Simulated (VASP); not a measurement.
# Ba (Im-3m) in VASP: single point with LDA

Aim: the single point of Ba with LDA.

Program: VASP 6.6.1. These are calculated values, not measurements. Logs are shortened: lines on timing, memory, paths and dates and some standing lists are left out, and cuts for length are marked.

## Step 1: The cell of the first run

Symmetry: Im-3m, No. 229, cubic system. Conventional cell: a = 4.936 Å, b = 4.936 Å, c = 4.936 Å, α = 90.00°, β = 90.00°, γ = 90.00°. Within 5.6 Å of Ba (site symmetry m-3m) lie 14 Ba at 4.27 to 4.94 Å.

## Step 2: Single point, LDA

INCAR

```
SYSTEM = Ba
ALGO     = Normal         ! electronic algorithm
EDIFF    = 1E-6           ! SCF threshold, eV
ENCUT    = 520            ! plane-wave cutoff, eV
GGA      = CA             ! functional
ISIF     = 2              ! what is computed and relaxed
ISMEAR   = 0              ! smearing method
LASPH    = .True.         ! aspherical terms in the spheres
LCHARG   = .False.        ! write CHGCAR
LREAL    = .False.        ! projectors in reciprocal space
LWAVE    = .False.        ! write WAVECAR
NBANDS   = 11             ! bands
NELM     = 60             ! most SCF steps
PREC     = Accurate       ! precision mode
SIGMA    = 0.15           ! smearing width, eV
```

KPOINTS

```
k-points
0
Gamma
  14 14 14
  0 0 0
```

POSCAR

```
Ba
1.0
    4.1133456640     -0.8226691328     -0.8226691328
   -0.8226691328      4.1133456640     -0.8226691328
   -0.8226691328     -0.8226691328      4.1133456640
Ba
1
Direct
    0.0000000000      0.0000000000      0.0000000000
```

Potentials or basis: VASP PAW LDA potentials, release 64 (Ba_sv).

Run with:

```
> cat potpaw_LDA.64/Ba_sv/POTCAR > POTCAR
> mpirun -np 1 vasp_std > vasp.out
```

OUTCAR:

```text
SYSTEM = Ba
   EDIFF = 1E-6
   ENCUT = 520
   GGA = CA
   ISIF = 2
   ISMEAR = 0
   LASPH = .True.
   LREAL = .False.
   NELM = 60
   PREC = Accurate

 ion  position               nearest neighbor table
   1  0.000  0.000  0.000-

  LATTYP: Found a body centered cubic cell.
 ALAT       =     4.9360147968

  Lattice vectors:

 A1 = (   4.1133456640,  -0.8226691328,  -0.8226691328)
 A2 = (  -0.8226691328,   4.1133456640,  -0.8226691328)
 A3 = (  -0.8226691328,  -0.8226691328,   4.1133456640)

Analysis of symmetry for initial positions (statically):
=====================================================================
 Subroutine PRICEL returns:
 Original cell was already a primitive cell.

 Routine SETGRP: Setting up the symmetry group for a
 body centered cubic supercell.

 Subroutine GETGRP returns: Found 48 space group operations
 (whereof 48 operations were pure point group operations)
 out of a pool of 48 trial point group operations.

The static configuration has the point symmetry O_h .

Analysis of symmetry for dynamics (positions and initial velocities):
=====================================================================
 Subroutine PRICEL returns:
 Original cell was already a primitive cell.

 Routine SETGRP: Setting up the symmetry group for a
 body centered cubic supercell.

 Subroutine GETGRP returns: Found 48 space group operations
 (whereof 48 operations were pure point group operations)
 out of a pool of 48 trial point group operations.

The dynamic configuration has the point symmetry O_h .

 Subroutine INISYM returns: Found 48 space group operations
 (whereof 48 operations are pure point group operations),
 and found     1 'primitive' translations

----------------------------------------------------------------------------------------

                                     Primitive cell

  volume of cell :      60.1311

  direct lattice vectors                    reciprocal lattice vectors
     4.113345664 -0.822669133 -0.822669133     0.270123447  0.067530862  0.067530862
    -0.822669133  4.113345664 -0.822669133     0.067530862  0.270123447  0.067530862
    -0.822669133 -0.822669133  4.113345664     0.067530862  0.067530862  0.270123447

  length of vectors
     4.274714207  4.274714207  4.274714207     0.286509182  0.286509182  0.286509182

  position of ions in fractional coordinates (direct lattice)
     0.000000000  0.000000000  0.000000000

  ion indices of the primitive-cell ions
   primitive index   ion index
                 1           1

----------------------------------------------------------------------------------------

 KPOINTS: k-points

Automatic generation of k-mesh.
 Grid dimensions read from file:
 generate k-points for:   14   14   14

 Generating k-lattice:

  Cartesian coordinates                     Fractional coordinates (reciprocal lattice)
     0.019294532  0.004823633  0.004823633     0.071428571 -0.000000000  0.000000000
     0.004823633  0.019294532  0.004823633    -0.000000000  0.071428571  0.000000000
     0.004823633  0.004823633  0.019294532     0.000000000  0.000000000  0.071428571

  Length of vectors
     0.020464942  0.020464942  0.020464942

  Shift w.r.t. Gamma in fractional coordinates (k-lattice)
     0.000000000  0.000000000  0.000000000

 Subroutine IBZKPT returns following result:
 ===========================================

 Found    104 irreducible k-points:

 Following reciprocal coordinates:
            Coordinates               Weight
  0.000000  0.000000  0.000000      1.000000
  0.071429  0.000000  0.000000     12.000000
  0.142857  0.000000  0.000000     12.000000
  0.214286  0.000000  0.000000     12.000000
  0.285714 -0.000000  0.000000     12.000000
  0.357143  0.000000  0.000000     12.000000
[... 16 lines left out ...]
  0.285714  0.285714  0.000000     24.000000
  0.357143  0.285714  0.000000     24.000000
 [... further k-points ...]
   k-points           NKPTS =    104   k-points in BZ     NKDIM =    104   number of bands    NBANDS=     11
   number of dos      NEDOS =    301   number of ions     NIONS =      1
   total plane-waves  NPLWV =  32768
   dimension x,y,z NGX =    32 NGY =   32 NGZ =   32
   dimension x,y,z NGXF=    64 NGYF=   64 NGZF=   64
   ions per type =               1
   NGX,Y,Z   is equivalent  to a cutoff of  12.44, 12.44, 12.44 a.u.
   NGXF,Y,Z  is equivalent  to a cutoff of  24.89, 24.89, 24.89 a.u.
 SYSTEM =  Ba
   PREC   = accura    normal or accurate (medium, high low for compatibility)
   ISTART =      0    job   : 0-new  1-cont  2-samecut
   ICHARG =      2    charge: 1-file 2-atom 10-const
   ISPIN  =      1    spin polarized calculation?
   LNONCOLLINEAR =      F non collinear calculations
   LSORBIT =      F    spin-orbit coupling
   LASPH  =      T    aspherical Exc in radial PAW
   ENCUT  =  520.0 eV  38.22 Ry    6.18 a.u.   7.95  7.95  7.95*2*pi/ulx,y,z
   NELM   =     60;   NELMIN=  2; NELMDL= -5     # of ELM steps
   EDIFF  = 0.1E-05   stopping-criterion for ELM
   LREAL  =      F    real-space projection
   EDIFFG = 0.1E-04   stopping-criterion for IOM
   NSW    =      0    number of steps for IOM
   IBRION =     -1    ionic relax: 0-MD 1-quasi-New 2-CG
   NFREE  =      0    steps in history (QN), initial steepest desc. (CG)
   ISIF   =      2    stress and relaxation
   ISYM   =      2    0-nonsym 1-usesym 2-fastsym
   POTIM  = 0.5000    time-step for ionic-motion
   TEBEG  =    0.0;   TEEND  =   0.0 temperature during run
   PSTRESS=    0.0 pullay stress
   NELECT =      10.0000    total number of electrons
   NUPDOWN=      -1.0000    fix difference up-down
   EMIN   =  10.00;   EMAX   =-10.00  energy-range for DOS
   EFERMI =   0.00;   METHOD = LEGACY
   ISMEAR =     0;   SIGMA  =   0.15  broadening in eV -4-tet -1-fermi 0-gaus
   EFERMI_NEDOS =   21; number of points for ismear=-14 and -15
   IALGO  =     38    algorithm
   IMIX   =      4    mixing-type and parameters
     AMIX     =   0.40;   BMIX     =  1.00
     AMIX_MAG =   1.60;   BMIX_MAG =  1.00
  volume/ion in A,a.u.               =      60.13       405.78
  Fermi-wavevector in a.u.,A,eV,Ry     =   0.900275  1.701272 11.027448  0.810495
  Thomas-Fermi vector in A             =   2.023212
   LORBIT       =      0    0 simple, 1 ext, 2 COOP (PROOUT), +10 PAW based schemes
   GGA     = CA    functional components
   LHFCALC =     F    Hartree Fock is set to
   AEXX    =    0.0000 exact exchange contribution
   IVDW    =     0    specifies the selected vdW correction
   LEPSILON=     F    determine dielectric tensor
   LRPA    =     F    only Hartree local field effects (RPA)
 non-spin polarized calculation
 Gauss-broadening in eV      SIGMA  =   0.15
  energy-cutoff  :      520.00
  volume of cell :       60.13
 maximum number of plane-waves:      1644
   NGX = 15   NGY = 15   NGZ = 15

 number of electron      10.0000000 magnetization

 number of electron       9.9999999 magnetization

 Free energy of the ion-electron system (eV)
  ---------------------------------------------------
  ext. energy  EPLUGINS =         0.00000000
  ---------------------------------------------------
  free energy    TOTEN  =        -2.23852662 eV

  energy without entropy =       -2.22513237  energy(sigma->0) =       -2.23182950

 E-fermi :   1.5787     XC(G=0):  -7.7689

 val. band max:        1.5786350692   @ k =  -0.4286   0.4286   0.2857
 cond. band min:       1.5915858288   @ k =   0.5000   0.5000   0.2857
 fundamental gap:      0.0129507596
 Fermi energy:         1.5787115635

 k-point     1 :       0.0000    0.0000    0.0000
  band No.  band energies     occupation
      1     -27.1600      2.00000
      2     -12.0919      2.00000
      3     -12.0919      2.00000
      4     -12.0919      2.00000
      5      -1.1932      2.00000
      6       3.3877      0.00000
      7       3.3877      0.00000
      8       3.3877      0.00000
      9       4.9091      0.00000
     10       4.9091      0.00000
     11       8.6974      0.00000

 k-point     2 :       0.0714    0.0000    0.0000
  band No.  band energies     occupation
      1     -27.1574      2.00000
      2     -12.1213      2.00000
      3     -12.1009      2.00000
      4     -12.0921      2.00000
      5      -1.0908      2.00000
      6       3.3053      0.00000
      7       3.3495      0.00000
      8       3.4915      0.00000
      9       4.7652      0.00000
     10       4.9014      0.00000
     11       8.8151      0.00000

 k-point     3 :       0.1429    0.0000    0.0000
  band No.  band energies     occupation
      1     -27.1499      2.00000
      2     -12.2021      2.00000
      3     -12.1257      2.00000
      4     -12.0927      2.00000
      5      -0.7999      2.00000
      6       3.0956      0.00000
      7       3.1851      0.00000
      8       3.7990      0.00000
      9       4.5704      0.00000
     10       4.8958      0.00000
     11       9.0937      0.00000

 k-point     4 :       0.2143    0.0000    0.0000
  band No.  band energies     occupation
      1     -27.1391      2.00000
      2     -12.3152      2.00000
      3     -12.1612      2.00000
      4     -12.0935      2.00000
      5      -0.3720      2.00000
      6       2.8337      0.00000
      7       2.8945      0.00000
      8       4.2984      0.00000
      9       4.5734      0.00000
     10       4.9280      0.00000
     11       9.2210      0.00000

 k-point     5 :       0.2857   -0.0000    0.0000
  band No.  band energies     occupation
      1     -27.1270      2.00000
      2     -12.4361      2.00000
      3     -12.2000      2.00000
      4     -12.0945      2.00000
      5       0.0945      2.00000
      6       2.5829      0.00000
      7       2.6570      0.00000
      8       4.7201      0.00000
      9       4.9678      0.00000
     10       5.0254      0.00000
     11       8.8154      0.00000
[... 211 lines left out ...]
 k-point    21 :       0.2857    0.2143    0.0000
  band No.  band energies     occupation
      1     -27.1058      2.00000
      2     -12.5459      2.00000
      3     -12.3174      2.00000
      4     -12.1476      2.00000
      5       1.1258      1.99998
      6       2.1223      0.00000
      7       2.4892      0.00000
      8       4.7079      0.00000
      9       5.3626      0.00000
     10       6.7767      0.00000
     11       7.8601      0.00000

 k-point    22 :       0.3571    0.2143   -0.0000
  band No.  band energies     occupation
      1     -27.1017      2.00000
      2     -12.5607      2.00000
      3     -12.3529      2.00000
      4     -12.1507      2.00000
      5       1.2473      1.99822
      6       2.1721      0.00000
      7       2.5073      0.00000
      8       4.7709      0.00000
      9       5.4500      0.00000
     10       7.0815      0.00000
     11       7.5789      0.00000

 k-point    23 :       0.2857    0.2857    0.0000
  band No.  band energies     occupation
      1     -27.1011      2.00000
      2     -12.5310      2.00000
      3     -12.3859      2.00000
      4     -12.1573      2.00000
      5       1.4506      1.77284
      6       2.0616      0.00001
      7       2.4073      0.00000
      8       4.9122      0.00000
      9       5.2864      0.00000
     10       6.9191      0.00000
     11       7.6976      0.00000

 k-point    24 :       0.3571    0.2857    0.0000
  band No.  band energies     occupation
      1     -27.0994      2.00000
      2     -12.5101      2.00000
      3     -12.4266      2.00000
      4     -12.1602      2.00000
      5       1.5622      1.12374
      6       2.1337      0.00000
      7       2.2947      0.00000
      8       5.0183      0.00000
      9       5.3337      0.00000
     10       6.5500      0.00000
     11       8.1389      0.00000

 [... further k-points ...]

------------------------ aborting loop because EDIFF is reached ----------------------------------------

  FORCE on cell =-STRESS in cart. coord.  units (eV):
  Direction    XX          YY          ZZ          XY          YZ          ZX
  --------------------------------------------------------------------------------------
  -------------------------------------------------------------------------------------
  Total       -0.3461053     -0.3461053     -0.3461053      0.0000000      0.0000000      0.0000000
  in kB       -9.2218804     -9.2218804     -9.2218804      0.0000000      0.0000000      0.0000000
  external PRESSURE =      -9.2218804 kB  Pullay stress =       0.0000000 kB

 VOLUME and BASIS-vectors are now :
 -----------------------------------------------------------------------------
  energy-cutoff  :      520.00
  volume of cell :       60.13
      direct lattice vectors                 reciprocal lattice vectors
     4.113345664 -0.822669133 -0.822669133     0.270123447  0.067530862  0.067530862
    -0.822669133  4.113345664 -0.822669133     0.067530862  0.270123447  0.067530862
    -0.822669133 -0.822669133  4.113345664     0.067530862  0.067530862  0.270123447

 POSITION                                       TOTAL-FORCE (eV/Angst)
 -----------------------------------------------------------------------------------
      0.00000      0.00000      0.00000         0.000000      0.000000     -0.000000
 -----------------------------------------------------------------------------------
    total drift:                               -0.000000     -0.000000      0.000000

  FREE ENERGIE OF THE ION-ELECTRON SYSTEM (eV)
  ---------------------------------------------------
  free  energy   TOTEN  =        -2.2385266227 eV

  energy  without entropy=       -2.2251323749  energy(sigma->0) =       -2.23182950
```

Wall time 20 s (1 thread of AMD EPYC 9R45 (Zen 5), shared host); peak memory 0.17 GiB.

What came out:

```
Free energy            : -2.2385 eV
Pressure               : -0.9 GPa
Band gap on the k mesh : zero (bands 5 and 6 overlap by 1.05 eV)
```

Caveat: spin-orbit coupling is left out, which moves the levels of the heavy elements.
